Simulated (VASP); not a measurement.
# Al2BP3 (I-4m2) in VASP: notebook

Al2BP3 is run at these levels: PBE; tasks: relaxation of cell and atoms, single point.

All numbers are computed with VASP 6.6.1; they aren't measurements. Logs are shortened: lines on timing, memory, paths and dates and some standing lists are left out, and cuts for length are marked.

## 1. The cell of the first run

It takes space group I-4m2 (No. 119, tetragonal). The conventional cell has a = 3.601 Å, b = 3.601 Å, c = 15.278 Å, α = 90.00°, β = 90.00°, γ = 90.00°. Within 2.9 Å of Al (site symmetry 2mm) lie 4 P at 2.21 Å. Within 2.9 Å of B (site symmetry -4m2) lie 4 P at 2.21 Å. Within 2.9 Å of P (site symmetry 2mm) lie 2 B at 2.21 Å and 2 Al at 2.21 Å. P (site symmetry -4m2) has 4 Al at 2.21 Å within 2.9 Å.

## 2. Relaxation of cell and atoms, PBE

INCAR reads:

```
ALGO = Normal ; EDIFF = 1E-6
EDIFFG = -0.04 ; ENCUT = 600
GGA = PE ; IBRION = 2
ISIF = 3 ; ISMEAR = 0
LASPH = T ; LCHARG = F
LREAL = F ; LWAVE = F
NELM = 60 ; NSW = 90
PREC = Accurate ; SIGMA = 0.1
```

KPOINTS reads:

```
k-points
0
Gamma
  6 6 6
```

POSCAR reads:

```
Al2BP3
1.0
   -1.8005142900      1.8005142900      7.6389351900
    1.8005142900     -1.8005142900      7.6389351900
    1.8005142900      1.8005142900     -7.6389351900
Al B P
2 1 3
Direct
    0.6666666700      0.6666666700      0.0000000000
    0.3333333300      0.3333333300      0.0000000000
    0.0000000000      0.0000000000      0.0000000000
    0.5833333300      0.0833333300      0.5000000000
    0.2500000000      0.7500000000      0.5000000000
    0.9166666700      0.4166666700      0.5000000000
```

Potentials or basis: VASP PAW PBE potentials, release 64 (Al, B, P).

On the command line:

```console
cat potpaw_PBE.64/Al/POTCAR potpaw_PBE.64/B/POTCAR potpaw_PBE.64/P/POTCAR > POTCAR
mpirun -np 1 vasp_std > vasp.out
```

OUTCAR:

```text
EDIFF = 1E-6
   EDIFFG = -0.04
   ENCUT = 600
   GGA = PE
   IBRION = 2
   ISIF = 3
   ISMEAR = 0
   LASPH = T
   LREAL = F
   NELM = 60
   NSW = 90
   PREC = Accurate

 ion  position               nearest neighbor table
   1  0.667  0.667  0.000-   5 2.21   5 2.21   4 2.21   4 2.21
   2  0.333  0.333  0.000-   5 2.21   5 2.21   6 2.21   6 2.21
   3  0.000  0.000  0.000-   4 2.21   6 2.21   4 2.21   6 2.21
   4  0.583  0.083  0.500-   3 2.21   3 2.21   1 2.21   1 2.21
   5  0.250  0.750  0.500-   2 2.21   1 2.21   2 2.21   1 2.21
   6  0.917  0.417  0.500-   3 2.21   3 2.21   2 2.21   2 2.21

  LATTYP: Found a body centered tetragonal cell.
 ALAT       =     3.6010285800
 C/A-ratio  =     4.2426406902

  Lattice vectors:

 A1 = (  -1.8005142900,   1.8005142900,   7.6389351900)
 A2 = (   1.8005142900,  -1.8005142900,   7.6389351900)
 A3 = (   1.8005142900,   1.8005142900,  -7.6389351900)

Analysis of symmetry for initial positions (statically):
=====================================================================
 Subroutine PRICEL returns:
 Original cell was already a primitive cell.

 Routine SETGRP: Setting up the symmetry group for a
 body centered tetragonal supercell.

 Subroutine GETGRP returns: Found  8 space group operations
 (whereof  8 operations were pure point group operations)
 out of a pool of 16 trial point group operations.

The static configuration has the point symmetry D_2d.

Analysis of symmetry for dynamics (positions and initial velocities):
=====================================================================
 Subroutine PRICEL returns:
 Original cell was already a primitive cell.

 Routine SETGRP: Setting up the symmetry group for a
 body centered tetragonal supercell.

 Subroutine GETGRP returns: Found  8 space group operations
 (whereof  8 operations were pure point group operations)
 out of a pool of 16 trial point group operations.

The dynamic configuration has the point symmetry D_2d.

 Subroutine INISYM returns: Found  8 space group operations
 (whereof  8 operations are pure point group operations),
 and found     1 'primitive' translations

----------------------------------------------------------------------------------------

                                     Primitive cell

  volume of cell :      99.0572

  direct lattice vectors                    reciprocal lattice vectors
    -1.800514290  1.800514290  7.638935190     0.000000000  0.277698435  0.065454149
     1.800514290 -1.800514290  7.638935190     0.277698435  0.000000000  0.065454149
     1.800514290  1.800514290 -7.638935190     0.277698435  0.277698435  0.000000000

  length of vectors
     8.052144699  8.052144699  8.052144699     0.285308020  0.285308020  0.392724893

  position of ions in fractional coordinates (direct lattice)
     0.666666670  0.666666670  0.000000000
     0.333333330  0.333333330  0.000000000
     0.000000000  0.000000000  0.000000000
     0.583333330  0.083333330  0.500000000
     0.250000000  0.750000000  0.500000000
     0.916666670  0.416666670  0.500000000

  ion indices of the primitive-cell ions
   primitive index   ion index
                 1           1
                 2           2
                 3           3
                 4           4
                 5           5
                 6           6

----------------------------------------------------------------------------------------

 KPOINTS: k-points

Automatic generation of k-mesh.
 Grid dimensions read from file:
 generate k-points for:    6    6    6

 Generating k-lattice:

  Cartesian coordinates                     Fractional coordinates (reciprocal lattice)
     0.000000000  0.046283072  0.010909025     0.166666667  0.000000000  0.000000000
     0.046283072  0.000000000  0.010909025     0.000000000  0.166666667  0.000000000
     0.046283072  0.046283072  0.000000000     0.000000000  0.000000000  0.166666667

  Length of vectors
     0.047551337  0.047551337  0.065454149

  Shift w.r.t. Gamma in fractional coordinates (k-lattice)
     0.000000000  0.000000000  0.000000000

 Subroutine IBZKPT returns following result:
 ===========================================

 Found     30 irreducible k-points:

 Following reciprocal coordinates:
            Coordinates               Weight
  0.000000  0.000000  0.000000      1.000000
  0.166667  0.000000  0.000000      8.000000
  0.333333  0.000000  0.000000      8.000000
  0.500000  0.000000  0.000000      4.000000
  0.166667  0.166667  0.000000      8.000000
  0.333333  0.166667 -0.000000     16.000000
[... 16 lines left out ...]
 -0.333333 -0.333333  0.166667      8.000000
 -0.166667 -0.333333  0.166667      8.000000
 [... further k-points ...]
   k-points           NKPTS =     30   k-points in BZ     NKDIM =     30   number of bands    NBANDS=     16
   number of dos      NEDOS =    301   number of ions     NIONS =      6
   total plane-waves  NPLWV = 262144
   dimension x,y,z NGX =    64 NGY =   64 NGZ =   64
   dimension x,y,z NGXF=   128 NGYF=  128 NGZF=  128
   ions per type =               2   1   3
   NGX,Y,Z   is equivalent  to a cutoff of  13.21, 13.21, 13.21 a.u.
   NGXF,Y,Z  is equivalent  to a cutoff of  26.43, 26.43, 26.43 a.u.
 SYSTEM =  unknown system
   PREC   = accura    normal or accurate (medium, high low for compatibility)
   ISTART =      0    job   : 0-new  1-cont  2-samecut
   ICHARG =      2    charge: 1-file 2-atom 10-const
   ISPIN  =      1    spin polarized calculation?
   LNONCOLLINEAR =      F non collinear calculations
   LSORBIT =      F    spin-orbit coupling
   LASPH  =      T    aspherical Exc in radial PAW
   ENCUT  =  600.0 eV  44.10 Ry    6.64 a.u.  16.08 16.08 16.08*2*pi/ulx,y,z
   NELM   =     60;   NELMIN=  2; NELMDL= -5     # of ELM steps
   EDIFF  = 0.1E-05   stopping-criterion for ELM
   LREAL  =      F    real-space projection
   EDIFFG = -.4E-01   stopping-criterion for IOM
   NSW    =     90    number of steps for IOM
   IBRION =      2    ionic relax: 0-MD 1-quasi-New 2-CG
   NFREE  =      1    steps in history (QN), initial steepest desc. (CG)
   ISIF   =      3    stress and relaxation
   ISYM   =      2    0-nonsym 1-usesym 2-fastsym
   POTIM  = 0.5000    time-step for ionic-motion
   TEBEG  =    0.0;   TEEND  =   0.0 temperature during run
   PSTRESS=    0.0 pullay stress
   NELECT =      24.0000    total number of electrons
   NUPDOWN=      -1.0000    fix difference up-down
   EMIN   =  10.00;   EMAX   =-10.00  energy-range for DOS
   EFERMI =   0.00;   METHOD = LEGACY
   ISMEAR =     0;   SIGMA  =   0.10  broadening in eV -4-tet -1-fermi 0-gaus
   EFERMI_NEDOS =   21; number of points for ismear=-14 and -15
   IALGO  =     38    algorithm
   IMIX   =      4    mixing-type and parameters
     AMIX     =   0.40;   BMIX     =  1.00
     AMIX_MAG =   1.60;   BMIX_MAG =  1.00
  volume/ion in A,a.u.               =      16.51       111.41
  Fermi-wavevector in a.u.,A,eV,Ry     =   1.020587  1.928629 14.171792  1.041597
  Thomas-Fermi vector in A             =   2.154164
   LORBIT       =      0    0 simple, 1 ext, 2 COOP (PROOUT), +10 PAW based schemes
   GGA     = PE    functional components
   LHFCALC =     F    Hartree Fock is set to
   AEXX    =    0.0000 exact exchange contribution
   IVDW    =     0    specifies the selected vdW correction
   LEPSILON=     F    determine dielectric tensor
   LRPA    =     F    only Hartree local field effects (RPA)
 conjugate gradient relaxation of ions
 non-spin polarized calculation
 Gauss-broadening in eV      SIGMA  =   0.10
  energy-cutoff  :      600.00
  volume of cell :       99.06
 maximum number of plane-waves:      3336
   NGX = 33   NGY = 33   NGZ = 33

--------------------------------------- Ionic step        1  -------------------------------------------

 number of electron      24.0000000 magnetization

 Free energy of the ion-electron system (eV)
  ---------------------------------------------------
  ext. energy  EPLUGINS =         0.00000000
  ---------------------------------------------------
  free energy    TOTEN  =       -31.02232087 eV

  energy without entropy =      -31.02232087  energy(sigma->0) =      -31.02232087

------------------------ aborting loop because EDIFF is reached ----------------------------------------

  FORCE on cell =-STRESS in cart. coord.  units (eV):
  Direction    XX          YY          ZZ          XY          YZ          ZX
  --------------------------------------------------------------------------------------
  -------------------------------------------------------------------------------------
  Total        7.7444807      7.7444807      7.0162625      0.0000000      0.0000000      0.0000000
  in kB      125.2613027    125.2613027    113.4829056      0.0000000      0.0000000      0.0000000
  external PRESSURE =     121.3351703 kB  Pullay stress =       0.0000000 kB

 VOLUME and BASIS-vectors are now :
 -----------------------------------------------------------------------------
  energy-cutoff  :      600.00
  volume of cell :       99.06
      direct lattice vectors                 reciprocal lattice vectors
    -1.800514290  1.800514290  7.638935190     0.000000000  0.277698435  0.065454149
     1.800514290 -1.800514290  7.638935190     0.277698435  0.000000000  0.065454149
     1.800514290  1.800514290 -7.638935190     0.277698435  0.277698435  0.000000000
[... 281 lines left out ...]
 POSITION                                       TOTAL-FORCE (eV/Angst)
 -----------------------------------------------------------------------------------
      0.00000      0.00000     10.59445         0.000000      0.000000      0.041016
      1.81391      1.81391     -2.55755        -0.000000     -0.000000     -0.041016
      0.00000      0.00000     16.07379        -0.000000     -0.000000      0.000000
      0.00000      1.81391      1.07349         0.000000     -0.000000      0.003597
      1.81391     -0.00000      4.01845        -0.000000     -0.000000      0.000000
     -0.00000      1.81391      6.96340         0.000000     -0.000000     -0.003597
 -----------------------------------------------------------------------------------
    total drift:                               -0.000000      0.000000      0.000000

  FREE ENERGIE OF THE ION-ELECTRON SYSTEM (eV)
  ---------------------------------------------------
  free  energy   TOTEN  =       -32.3361904253 eV

  energy  without entropy=      -32.3361904252  energy(sigma->0) =      -32.33619043

--------------------------------------- Ionic step        9  -------------------------------------------

 number of electron      23.9999999 magnetization

 Free energy of the ion-electron system (eV)
  ---------------------------------------------------
  ext. energy  EPLUGINS =         0.00000000
  ---------------------------------------------------
  free energy    TOTEN  =       -32.33636517 eV

  energy without entropy =      -32.33636517  energy(sigma->0) =      -32.33636517

 E-fermi :   6.0099     XC(G=0):  -9.6063

 val. band max:        5.5474883670   @ k =   0.0000   0.0000   0.0000
 cond. band min:       6.4387059819   @ k =   0.5000   0.5000   0.5000
 fundamental gap:      0.8912176149
 Fermi energy:         6.0098840435

 k-point     1 :       0.0000    0.0000    0.0000
  band No.  band energies     occupation
      1      -7.4883      2.00000
      2      -5.7108      2.00000
      3      -5.1451      2.00000
      4       0.3938      2.00000
      5       0.6157      2.00000
      6       2.1603      2.00000
[... 8 lines left out ...]
     15       8.0483      0.00000
     16       8.9816      0.00000
[... 419 lines left out ...]
 k-point    24 :      -0.1667   -0.3333    0.1667
  band No.  band energies     occupation
      1      -7.1921      2.00000
      2      -5.8859      2.00000
      3      -4.6016      2.00000
      4      -0.6374      2.00000
      5       0.7688      2.00000
      6       1.8963      2.00000
[... 8 lines left out ...]
     15       8.7808      0.00000
     16       8.9518      0.00000

 [... further k-points ...]
[... 5 lines left out ...]
  --------------------------------------------------------------------------------------
  -------------------------------------------------------------------------------------
  Total       -0.0587913     -0.0587913     -0.0707994      0.0000000      0.0000000      0.0000000
  in kB       -0.8906296     -0.8906296     -1.0725394      0.0000000      0.0000000      0.0000000
  external PRESSURE =      -0.9512662 kB  Pullay stress =       0.0000000 kB

 VOLUME and BASIS-vectors are now :
 -----------------------------------------------------------------------------
  energy-cutoff  :      600.00
  volume of cell :      105.76
      direct lattice vectors                 reciprocal lattice vectors
    -1.812486560  1.812486560  8.048541329     0.000000000  0.275864114  0.062123058
     1.812486560 -1.812486560  8.048541329     0.275864114  0.000000000  0.062123058
     1.812486560  1.812486560 -8.048541329     0.275864114  0.275864114  0.000000000

 POSITION                                       TOTAL-FORCE (eV/Angst)
 -----------------------------------------------------------------------------------
      0.00000      0.00000     10.61121         0.000000     -0.000000      0.011903
      0.00000      0.00000      5.48587         0.000000     -0.000000     -0.011903
      0.00000      0.00000     -0.00000        -0.000000      0.000000      0.000000
      0.00000      1.81249      1.07465         0.000000     -0.000000      0.016937
      1.81249     -0.00000      4.02427        -0.000000      0.000000      0.000000
     -0.00000      1.81249      6.97389         0.000000     -0.000000     -0.016937
 -----------------------------------------------------------------------------------
    total drift:                               -0.000000      0.000000     -0.000000

  FREE ENERGIE OF THE ION-ELECTRON SYSTEM (eV)
  ---------------------------------------------------
  free  energy   TOTEN  =       -32.3363651671 eV

  energy  without entropy=      -32.3363651671  energy(sigma->0) =      -32.33636517

 reached required accuracy - stopping structural energy minimisation
```

It took 8.5 min on 1 thread of Intel Xeon 6975P-C (Granite Rapids), shared host; peak memory 0.64 GiB.

What came out:

* Free energy: -32.3364 eV
* Relaxed volume: 17.63 Å³/atom
* Relaxed cell: a = 8.447 Å, b = 8.447 Å, c = 8.447 Å, α = 155.22°, β = 155.22°, γ = 35.33°
* Space group after relaxing (to 0.05 Å): I-4m2 (No. 119)
* Energy gained by relaxing: 219.0 meV/atom
* Ionic steps: 9
* Pressure after relaxing: -0.1 GPa
* Largest force after relaxing: 0.017 eV/Å
* Band gap on the k mesh: 0.89 eV, indirect (least direct gap 1.05 eV)

Forces on the atoms (eV/Å):
```
Al   0.000  0.000  0.012
Al   0.000  0.000 -0.012
B    0.000  0.000  0.000
P    0.000  0.000  0.017
P    0.000  0.000  0.000
P    0.000  0.000 -0.017
```

Step by step:
```
step  energy change (eV)  largest force (eV/Å)  pressure (GPa)  volume (Å³)
   1              0.0000                4.0757           12.13        99.06
   2             -0.7853                1.2851           -8.04       118.08
   3             -0.9574                1.0872           -3.62       111.79
   4             -1.2183                0.7098           -1.60       108.19
   5             -1.2884                0.3759            0.45       105.37
   6             -1.3109                0.1586           -0.06       105.83
   7             -1.3109                0.1384           -0.05       105.81
   8             -1.3139                0.0410           -0.09       105.77
   9             -1.3140                0.0169           -0.10       105.76
```

Final structure:
```yaml
crystal:
  lattice:
    - [-1.81249, 1.81249, 8.04854]
    - [1.81249, -1.81249, 8.04854]
    - [1.81249, 1.81249, -8.04854]
  atoms:
    - { symbol: Al, position: [0.65920, 0.65920, 0.00000] }
    - { symbol: Al, position: [0.34080, 0.34080, 0.00000] }
    - { symbol: B, position: [0.00000, 0.00000, 0.00000] }
    - { symbol: P, position: [0.56676, 0.06676, 0.50000] }
    - { symbol: P, position: [0.25000, 0.75000, 0.50000] }
    - { symbol: P, position: [0.93324, 0.43324, 0.50000] }
```

Levels at points of the mesh, in eV from the valence-band top:
```tsv
k point	band 9	band 10	band 11	band 12	band 13	band 14	band 15	band 16
(0.00, 0.00, 0.00)	-1.58	-0.39	0.00	0.00	1.05	1.20	2.50	3.43
(0.50, 0.00, 0.00)	-2.54	-1.46	-0.71	-0.64	1.64	3.06	3.72	4.09
(0.50, 0.50, 0.00)	-3.71	-3.68	-2.99	-2.83	1.06	1.71	2.73	3.36
(0.50, 0.50, 0.50)	-1.24	-1.24	-0.50	-0.50	0.89	1.35	2.55	3.41
```

(Part 1 of 2 ends here.)
